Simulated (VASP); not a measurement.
# Hf (Fm-3m) in VASP: further runs

Hf is run at these levels: r2SCAN; tasks: single point.

Program: VASP 6.6.1. These are calculated values, not measurements. Logs are shortened: lines on timing, memory, paths and dates and some standing lists are left out, and cuts for length are marked.

### 1 The cell of the first run

The structure is cubic, space group Fm-3m (No. 225). Conventional cell: a = 4.365 Å, b = 4.365 Å, c = 4.365 Å, α = 90.00°, β = 90.00°, γ = 90.00°. Hf (site symmetry m-3m) has 12 Hf at 3.09 Å within 4.1 Å.

### 2 Single point, r2SCAN

Input file POSCAR:

```
Hf
1.0
    0.0000000000      2.1823656109      2.1823656109
    2.1823656109      0.0000000000      2.1823656109
    2.1823656109      2.1823656109      0.0000000000
Hf
1
Direct
    0.0000000000      0.0000000000      0.0000000000
```

Input file INCAR.step1:

```
SYSTEM = Hf
PREC = Accurate ; ENCUT = 520
ISMEAR = 1 ; SIGMA = 0.1
LREAL = .False. ; LASPH = .True.
NELM = 60 ; NBANDS = 11
GGA = PE ; ALGO = Normal
EDIFF = 1E-4 ; LWAVE = .True.
LCHARG = .False.
```

Input file INCAR.step2:

```
SYSTEM = Hf
PREC = Accurate ; ENCUT = 520
EDIFF = 1E-7 ; ISMEAR = 1
SIGMA = 0.1 ; LREAL = .False.
LASPH = .True. ; NELM = 60
ALGO = Normal ; ISIF = 2
LWAVE = .False. ; LCHARG = .True.
METAGGA = R2SCAN ; LMIXTAU = .True.
LELF = .True. ; LVHAR = .True.
NBANDS = 11 ; ISTART = 1
```

Input file KPOINTS:

```
regular mesh
0
Gamma
  11 11 11
  0 0 0
```

Potentials or basis: VASP PAW PBE potentials, release 64 (Hf_pv).

Run with:

```sh
$ cat potpaw_PBE.64/Hf_pv/POTCAR > POTCAR
$ cp INCAR.step1 INCAR
$ mpirun -np 1 vasp_std > vasp.out
$ cp INCAR.step2 INCAR
$ mpirun -np 1 vasp_std > vasp.out
```

OUTCAR:

```text
SYSTEM = Hf
   PREC = Accurate
   ENCUT = 520
   EDIFF = 1E-7
   ISMEAR = 1
   LREAL = .False.
   LASPH = .True.
   NELM = 60
   ISIF = 2
   METAGGA = R2SCAN
   ISTART = 1

 ion  position               nearest neighbor table
   1  0.000  0.000  0.000-

  LATTYP: Found a face centered cubic cell.
 ALAT       =     4.3647312218

  Lattice vectors:

 A1 = (   0.0000000000,   2.1823656109,   2.1823656109)
 A2 = (   2.1823656109,   0.0000000000,   2.1823656109)
 A3 = (   2.1823656109,   2.1823656109,   0.0000000000)

Analysis of symmetry for initial positions (statically):
=====================================================================
 Subroutine PRICEL returns:
 Original cell was already a primitive cell.

 Routine SETGRP: Setting up the symmetry group for a
 face centered cubic supercell.

 Subroutine GETGRP returns: Found 48 space group operations
 (whereof 48 operations were pure point group operations)
 out of a pool of 48 trial point group operations.

The static configuration has the point symmetry O_h .

Analysis of symmetry for dynamics (positions and initial velocities):
=====================================================================
 Subroutine PRICEL returns:
 Original cell was already a primitive cell.

 Routine SETGRP: Setting up the symmetry group for a
 face centered cubic supercell.

 Subroutine GETGRP returns: Found 48 space group operations
 (whereof 48 operations were pure point group operations)
 out of a pool of 48 trial point group operations.

The dynamic configuration has the point symmetry O_h .

 Subroutine INISYM returns: Found 48 space group operations
 (whereof 48 operations are pure point group operations),
 and found     1 'primitive' translations

----------------------------------------------------------------------------------------

                                     Primitive cell

  volume of cell :      20.7880

  direct lattice vectors                    reciprocal lattice vectors
     0.000000000  2.182365611  2.182365611    -0.229109182  0.229109182  0.229109182
     2.182365611  0.000000000  2.182365611     0.229109182 -0.229109182  0.229109182
     2.182365611  2.182365611  0.000000000     0.229109182  0.229109182 -0.229109182

  length of vectors
     3.086331045  3.086331045  3.086331045     0.396828744  0.396828744  0.396828744

  position of ions in fractional coordinates (direct lattice)
     0.000000000  0.000000000  0.000000000

  ion indices of the primitive-cell ions
   primitive index   ion index
                 1           1

----------------------------------------------------------------------------------------

 KPOINTS: regular mesh

Automatic generation of k-mesh.
 Grid dimensions read from file:
 generate k-points for:   11   11   11

 Generating k-lattice:

  Cartesian coordinates                     Fractional coordinates (reciprocal lattice)
    -0.020828107  0.020828107  0.020828107     0.090909091  0.000000000  0.000000000
     0.020828107 -0.020828107  0.020828107     0.000000000  0.090909091  0.000000000
     0.020828107  0.020828107 -0.020828107     0.000000000  0.000000000  0.090909091

  Length of vectors
     0.036075340  0.036075340  0.036075340

  Shift w.r.t. Gamma in fractional coordinates (k-lattice)
     0.000000000  0.000000000  0.000000000

 Subroutine IBZKPT returns following result:
 ===========================================

 Found     56 irreducible k-points:

 Following reciprocal coordinates:
            Coordinates               Weight
  0.000000  0.000000  0.000000      1.000000
  0.090909  0.000000  0.000000      8.000000
  0.181818  0.000000  0.000000      8.000000
  0.272727  0.000000  0.000000      8.000000
  0.363636  0.000000  0.000000      8.000000
  0.454545  0.000000  0.000000      8.000000
[... 16 lines left out ...]
 -0.272727  0.181818  0.000000     24.000000
 -0.181818  0.181818  0.000000     12.000000
 [... further k-points ...]
   k-points           NKPTS =     56   k-points in BZ     NKDIM =     56   number of bands    NBANDS=     11
   number of dos      NEDOS =    301   number of ions     NIONS =      1
   total plane-waves  NPLWV =  13824
   dimension x,y,z NGX =    24 NGY =   24 NGZ =   24
   dimension x,y,z NGXF=    48 NGYF=   48 NGZF=   48
   ions per type =               1
   NGX,Y,Z   is equivalent  to a cutoff of  12.93, 12.93, 12.93 a.u.
   NGXF,Y,Z  is equivalent  to a cutoff of  25.86, 25.86, 25.86 a.u.
 SYSTEM =  Hf
   PREC   = accura    normal or accurate (medium, high low for compatibility)
   ISTART =      1    job   : 0-new  1-cont  2-samecut
   ICHARG =      0    charge: 1-file 2-atom 10-const
   ISPIN  =      1    spin polarized calculation?
   LNONCOLLINEAR =      F non collinear calculations
   LSORBIT =      F    spin-orbit coupling
   LASPH  =      T    aspherical Exc in radial PAW
   ENCUT  =  520.0 eV  38.22 Ry    6.18 a.u.   5.74  5.74  5.74*2*pi/ulx,y,z
   NELM   =     60;   NELMIN=  2; NELMDL=  0     # of ELM steps
   EDIFF  = 0.1E-06   stopping-criterion for ELM
   LREAL  =      F    real-space projection
   EDIFFG = 0.1E-05   stopping-criterion for IOM
   NSW    =      0    number of steps for IOM
   IBRION =     -1    ionic relax: 0-MD 1-quasi-New 2-CG
   NFREE  =      0    steps in history (QN), initial steepest desc. (CG)
   ISIF   =      2    stress and relaxation
   ISYM   =      2    0-nonsym 1-usesym 2-fastsym
   POTIM  = 0.5000    time-step for ionic-motion
   TEBEG  =    0.0;   TEEND  =   0.0 temperature during run
   PSTRESS=    0.0 pullay stress
   NELECT =      10.0000    total number of electrons
   NUPDOWN=      -1.0000    fix difference up-down
   EMIN   =  10.00;   EMAX   =-10.00  energy-range for DOS
   EFERMI =   0.00;   METHOD = LEGACY
   ISMEAR =     1;   SIGMA  =   0.10  broadening in eV -4-tet -1-fermi 0-gaus
   EFERMI_NEDOS =   21; number of points for ismear=-14 and -15
   IALGO  =     38    algorithm
   IMIX   =      4    mixing-type and parameters
     AMIX     =   0.40;   BMIX     =  1.00
     AMIX_MAG =   1.60;   BMIX_MAG =  1.00
  volume/ion in A,a.u.               =      20.79       140.28
  Fermi-wavevector in a.u.,A,eV,Ry     =   1.282736  2.424020 22.387189  1.645412
  Thomas-Fermi vector in A             =   2.415030
   LORBIT       =      0    0 simple, 1 ext, 2 COOP (PROOUT), +10 PAW based schemes
   METAGGA = R2SCAN    functional components
   LHFCALC =     F    Hartree Fock is set to
   AEXX    =    0.0000 exact exchange contribution
   IVDW    =     0    specifies the selected vdW correction
   LEPSILON=     F    determine dielectric tensor
   LRPA    =     F    only Hartree local field effects (RPA)
 non-spin polarized calculation
 Methfessel and Paxton  Order N= 1 SIGMA  =   0.10
  energy-cutoff  :      520.00
  volume of cell :       20.79
 maximum number of plane-waves:       568
   NGX = 11   NGY = 11   NGZ = 11

 number of electron      10.0000001 magnetization

 Free energy of the ion-electron system (eV)
  ---------------------------------------------------
  ext. energy  EPLUGINS =         0.00000000
  ---------------------------------------------------
  free energy    TOTEN  =       -45.03323556 eV

  energy without entropy =      -45.03281513  energy(sigma->0) =      -45.03309542

 E-fermi :   5.1115     XC(G=0): -12.5455

 val. band max:        5.0981145041   @ k =   0.2727   0.1818   0.0909
 cond. band min:       5.1261612145   @ k =  -0.3636   0.0909   0.0000
 fundamental gap:      0.0280467104
 Fermi energy:         5.1114796441

 k-point     1 :       0.0000    0.0000    0.0000
  band No.  band energies     occupation
      1     -25.6887      2.00000
      2     -25.6887      2.00000
      3     -25.6887      2.00000
      4      -2.6690      2.00000
      5       6.7701     -0.00000
      6       6.7701     -0.00000
      7       6.7701     -0.00000
      8      10.0411      0.00000
      9      10.0411      0.00000
     10      17.2134      0.00000
     11      17.3927      0.00000

 k-point     2 :       0.0909    0.0000    0.0000
  band No.  band energies     occupation
      1     -25.7807      2.00000
      2     -25.6999      2.00000
      3     -25.6999      2.00000
      4      -2.3445      2.00000
      5       6.4270     -0.00000
      6       6.9205     -0.00000
      7       6.9205     -0.00000
      8       9.8686      0.00000
      9       9.8686      0.00000
     10      17.3925      0.00000
     11      17.9357      0.00000

 k-point     3 :       0.1818    0.0000    0.0000
  band No.  band energies     occupation
      1     -26.0212      2.00000
      2     -25.7297      2.00000
      3     -25.7297      2.00000
      4      -1.4539      2.00000
      5       5.7128     -0.00000
      6       7.1895      0.00000
      7       7.1895      0.00000
      8       9.6848      0.00000
      9       9.6848      0.00000
     10      17.3926      0.00000
     11      18.4727      0.00000

 k-point     4 :       0.2727    0.0000    0.0000
  band No.  band energies     occupation
      1     -26.3234      2.00000
      2     -25.7685      2.00000
      3     -25.7685      2.00000
      4      -0.2692      2.00000
      5       5.1639      0.23335
      6       7.1244      0.00000
      7       7.1244      0.00000
      8      10.1665      0.00000
      9      10.1665      0.00000
     10      17.1286      0.00000
     11      17.3928      0.00000
[... 239 lines left out ...]
 k-point    22 :      -0.3636    0.1818    0.0000
  band No.  band energies     occupation
      1     -26.6074      2.00000
      2     -26.0655      2.00000
      3     -25.8522      2.00000
      4       2.1567      2.00000
      5       4.6556      2.00000
      6       5.6095     -0.00000
      7       7.5191      0.00000
      8      10.9070      0.00000
      9      13.4266      0.00000
     10      16.2355      0.00000
     11      17.3930      0.00000

 k-point    23 :      -0.2727    0.1818    0.0000
  band No.  band energies     occupation
      1     -26.4684      2.00000
      2     -26.0324      2.00000
      3     -25.8034      2.00000
      4       1.4578      2.00000
      5       4.7352      2.00000
      6       5.6879     -0.00000
      7       7.7576      0.00000
      8       9.4783      0.00000
      9      12.9611      0.00000
     10      17.3913      0.00000
     11      17.8323      0.00000

 k-point    24 :      -0.1818    0.1818    0.0000
  band No.  band energies     occupation
      1     -26.2949      2.00000
      2     -25.9378      2.00000
      3     -25.7579      2.00000
      4       0.2727      2.00000
      5       4.8908      2.00774
      6       6.4325     -0.00000
      7       8.2451      0.00000
      8       8.2911      0.00000
      9      11.6966      0.00000
     10      17.3923      0.00000
     11      18.9186      0.00000

 [... further k-points ...]
[... 5 lines left out ...]
  --------------------------------------------------------------------------------------
  -------------------------------------------------------------------------------------
  Total        1.0211855      1.0211855      1.0211855      0.0000000     -0.0000000      0.0000000
  in kB       78.7050647     78.7050647     78.7050647      0.0000000     -0.0000000      0.0000000
  external PRESSURE =      78.7050647 kB  Pullay stress =       0.0000000 kB

 VOLUME and BASIS-vectors are now :
 -----------------------------------------------------------------------------
  energy-cutoff  :      520.00
  volume of cell :       20.79
      direct lattice vectors                 reciprocal lattice vectors
     0.000000000  2.182365611  2.182365611    -0.229109182  0.229109182  0.229109182
     2.182365611  0.000000000  2.182365611     0.229109182 -0.229109182  0.229109182
     2.182365611  2.182365611  0.000000000     0.229109182  0.229109182 -0.229109182

 POSITION                                       TOTAL-FORCE (eV/Angst)
 -----------------------------------------------------------------------------------
      0.00000      0.00000      0.00000         0.000000      0.000000      0.000000
 -----------------------------------------------------------------------------------
    total drift:                               -0.000000      0.000000      0.000000

  FREE ENERGIE OF THE ION-ELECTRON SYSTEM (eV)
  ---------------------------------------------------
  free  energy   TOTEN  =       -45.0332355586 eV

  energy  without entropy=      -45.0328151279  energy(sigma->0) =      -45.03309542
```

Run time: 16 s. Hardware: 1 thread of Intel Xeon 6975P-C (Granite Rapids), shared host; peak memory 0.14 GiB.

What came out:

```
Free energy            : -45.0332 eV
Pressure               : 7.9 GPa
Band gap on the k mesh : zero (band 5 reaches 6.77 eV, above the bottom of band 6 at 4.81 eV)
```

Levels at points of the mesh, in eV from the Fermi level:
```tsv
k point	band 2	band 3	band 4	band 5	band 6	band 7	band 8	band 9
(0.00, 0.00, 0.00)	-30.80	-30.80	-7.78	1.66	1.66	1.66	4.93	4.93
```

Caveat: the PAW data sets were made with another functional, which shifts forces and pressure a little; spin-orbit coupling is left out, which moves the levels of the heavy elements.

### 3 Single point, r2SCAN

This run uses another cell than the first one, of 21.44 Å³/atom, 1.032 times its volume.

Input file POSCAR:

```
Hf
1.0
    0.0000000000      2.2051002222      2.2051002222
    2.2051002222      0.0000000000      2.2051002222
    2.2051002222      2.2051002222      0.0000000000
Hf
1
Direct
    0.0000000000      0.0000000000      0.0000000000
```

Input file INCAR.step1:

```
PREC     = Accurate       # precision mode
ENCUT    = 520            # plane-wave cutoff, eV
ISMEAR   = 1              # smearing method
SIGMA    = 0.1            # smearing width, eV
LREAL    = False          # projectors in reciprocal space
LASPH    = True           # aspherical terms in the spheres
NELM     = 100            # most SCF steps
NBANDS   = 11             # bands
GGA      = PE             # functional
ALGO     = Normal         # electronic algorithm
EDIFF    = 1E-4           # SCF threshold, eV
LWAVE    = True           # write WAVECAR
LCHARG   = False          # write CHGCAR
```

Input file INCAR.step2:

```
PREC     = Accurate       # precision mode
ENCUT    = 520            # plane-wave cutoff, eV
EDIFF    = 1E-6           # SCF threshold, eV
ISMEAR   = 1              # smearing method
SIGMA    = 0.1            # smearing width, eV
LREAL    = False          # projectors in reciprocal space
LASPH    = True           # aspherical terms in the spheres
NELM     = 100            # most SCF steps
ALGO     = Normal         # electronic algorithm
ISIF     = 2              # what is computed and relaxed
LWAVE    = False          # write WAVECAR
LCHARG   = True           # write CHGCAR
METAGGA  = R2SCAN         # meta-GGA
LMIXTAU  = True         
LELF     = True           # ELF
LVHAR    = True         
NBANDS   = 11             # bands
ISTART   = 1
```

Input file KPOINTS:

```
regular mesh
0
Gamma
  11 11 11
```

Potentials or basis: VASP PAW PBE potentials, release 64 (Hf_pv).

Run with:

```sh
$ cat potpaw_PBE.64/Hf_pv/POTCAR > POTCAR
$ cp INCAR.step1 INCAR
$ mpirun -np 1 vasp_std > vasp.out
$ cp INCAR.step2 INCAR
$ mpirun -np 1 vasp_std > vasp.out
```

Wall time 16 s (1 thread of Intel Xeon 6975P-C (Granite Rapids), shared host); peak memory 0.15 GiB.

It converged, with:

| Item | Value |
| --- | --- |
| Free energy | -45.0582 eV |
| Pressure | 4.3 GPa |
| Band gap on the k mesh | zero (band 5 reaches 6.53 eV, above the bottom of band 6 at 4.59 eV) |

Levels at points of the mesh, in eV from the Fermi level:
```tsv
k point	band 2	band 3	band 4	band 5	band 6	band 7	band 8	band 9
(0.00, 0.00, 0.00)	-30.92	-30.92	-7.67	1.65	1.65	1.65	4.80	4.80
```

Caveat: the PAW data sets were made with another functional, which shifts forces and pressure a little; spin-orbit coupling is left out, which moves the levels of the heavy elements.

### 4 Single point, r2SCAN

This run uses another cell than the first one, of 22.10 Å³/atom, 1.063 times its volume.

Input file POSCAR:

```
Hf
1.0
    0.0000000000      2.2273754695      2.2273754695
    2.2273754695      0.0000000000      2.2273754695
    2.2273754695      2.2273754695      0.0000000000
Hf
1
Direct
    0.0000000000      0.0000000000      0.0000000000
```

Input file INCAR.step1:

```
SYSTEM = Hf
  ALGO = Normal
  EDIFF = 1E-4
  ENCUT = 520
  GGA = PE
  ISMEAR = 1
  LASPH = .TRUE.
  LCHARG = .FALSE.
  LREAL = .FALSE.
  LWAVE = .TRUE.
  NBANDS = 11
  NELM = 60
  PREC = Accurate
  SIGMA = 0.1
```

Input file INCAR.step2:

```
SYSTEM = Hf
  ALGO = Normal
  EDIFF = 1E-6
  ENCUT = 520
  ISIF = 2
  ISMEAR = 1
  ISTART = 1
  LASPH = .TRUE.
  LCHARG = .FALSE.
  LMIXTAU = .TRUE.
  LREAL = .FALSE.
  LWAVE = .FALSE.
  METAGGA = R2SCAN
  NBANDS = 11
  NELM = 60
  PREC = Accurate
  SIGMA = 0.1
```

Input file KPOINTS:

```
k-points
0
G
  11 11 11
  0 0 0
```

Run with:

```sh
$ cat potpaw_PBE.64/Hf_pv/POTCAR > POTCAR
$ cp INCAR.step1 INCAR
$ mpirun -np 1 vasp_std > vasp.out
$ cp INCAR.step2 INCAR
$ mpirun -np 1 vasp_std > vasp.out
```

Wall time 16 s (1 thread of Intel Xeon 6975P-C (Granite Rapids), shared host); peak memory 0.15 GiB.

Results (log left out):

- Free energy: -45.0691 eV
- Pressure: 1.0 GPa
- Band gap on the k mesh: zero (band 5 reaches 6.30 eV, above the bottom of band 6 at 4.39 eV)

Levels at points of the mesh, in eV from the Fermi level:
```tsv
k point	band 2	band 3	band 4	band 5	band 6	band 7	band 8	band 9
(0.00, 0.00, 0.00)	-31.04	-31.04	-7.56	1.64	1.64	1.64	4.68	4.68
```

Caveat: the PAW data sets were made with another functional, which shifts forces and pressure a little; spin-orbit coupling is left out, which moves the levels of the heavy elements.

### 5 Single point, r2SCAN

This run uses another cell than the first one, of 22.76 Å³/atom, 1.095 times its volume.

Input file POSCAR:

```
Hf
1.0
    0.0000000000      2.2492138765      2.2492138765
    2.2492138765      0.0000000000      2.2492138765
    2.2492138765      2.2492138765      0.0000000000
Hf
1
Direct
    0.0000000000      0.0000000000      0.0000000000
```

Input file INCAR.step1:

```
SYSTEM = Hf
ALGO = Normal ; EDIFF = 1E-4
ENCUT = 520 ; GGA = PE
ISMEAR = 1 ; LASPH = .True.
LCHARG = .False. ; LREAL = .False.
LWAVE = .True. ; NBANDS = 11
NELM = 80 ; PREC = Accurate
SIGMA = 0.1
```

Input file INCAR.step2:

```
SYSTEM = Hf
ALGO = Normal ; EDIFF = 1E-6
ENCUT = 520 ; ISIF = 2
ISMEAR = 1 ; ISTART = 1
LASPH = .True. ; LCHARG = .False.
LMIXTAU = .True. ; LREAL = .False.
LWAVE = .False. ; METAGGA = R2SCAN
NBANDS = 11 ; NELM = 80
PREC = Accurate ; SIGMA = 0.1
```

Input file KPOINTS:

```
k-points
0
Gamma
  11 11 11
  0 0 0
```

Run with:

```sh
$ cat potpaw_PBE.64/Hf_pv/POTCAR > POTCAR
$ cp INCAR.step1 INCAR
$ mpirun -np 1 vasp_std > vasp.out
$ cp INCAR.step2 INCAR
$ mpirun -np 1 vasp_std > vasp.out
```

Wall time 19 s (1 thread of Intel Xeon 6975P-C (Granite Rapids), shared host); peak memory 0.15 GiB.

The run converged. Its results:

```
Free energy            : -45.0672 eV
Pressure               : -2.0 GPa
Band gap on the k mesh : zero (band 5 reaches 6.08 eV, above the bottom of band 6 at 4.19 eV)
```

Levels at points of the mesh, in eV from the Fermi level:
```csv
k point,band 1,band 2,band 3,band 4,band 5,band 6,band 7,band 8,band 9,band 10
"(0.00, 0.00, 0.00)",-31.15,-31.15,-31.15,-7.46,1.63,1.63,1.63,4.56,4.56,11.82
```

Caveat: the PAW data sets were made with another functional, which shifts forces and pressure a little; spin-orbit coupling is left out, which moves the levels of the heavy elements.

(Continued in part 2 of 2.)
